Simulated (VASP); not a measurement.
PbSe: single point with PBE

Crystal: PbSe.

```
Pb Se
1.0
     3.78432    0.00000    0.00000
     0.00000    3.78432    0.00000
     0.00000    0.00000    3.78432
Pb Se
1 1
Direct
  0.00000 0.00000 0.00000
  0.50000 0.50000 0.50000
```

```json
{
 "Program": "VASP 6.6.1",
 "Task": "single point",
 "Functional": "PBE",
 "Potentials or basis": "VASP PAW PBE potentials, release 64 (Pb_d, Se)",
 "Cutoff": "520 eV",
 "k mesh": "7 × 7 × 7",
 "Occupations": "gaussian, width 0.027 eV",
 "Spin": "no spin polarisation",
 "Dipole correction": "no",
 "Further INCAR settings": "ALGO = Normal; EDIFF = 1e-07; NBANDS = 17"
}
```

| Item | Value |
| --- | --- |
| Pressure | -0.2 GPa |
| Band gap on the k mesh | zero (band 10 reaches 5.29 eV, above the bottom of band 11 at 5.19 eV) |

Levels at points of the mesh, in eV from the Fermi level:
```csv
k point,band 7,band 8,band 9,band 10,band 11,band 12,band 13,band 14
"(0.00, 0.00, 0.00)",-6.99,-1.43,-1.43,-1.43,5.20,5.20,6.13,6.13
```

Run time: 8.9 s on 1 thread of Intel(R) Xeon(R) 6975P-C (Granite Rapids) (shared host), peak memory 0.16 GiB.

Caveat: spin-orbit coupling is left out, which moves the levels of the heavy elements.
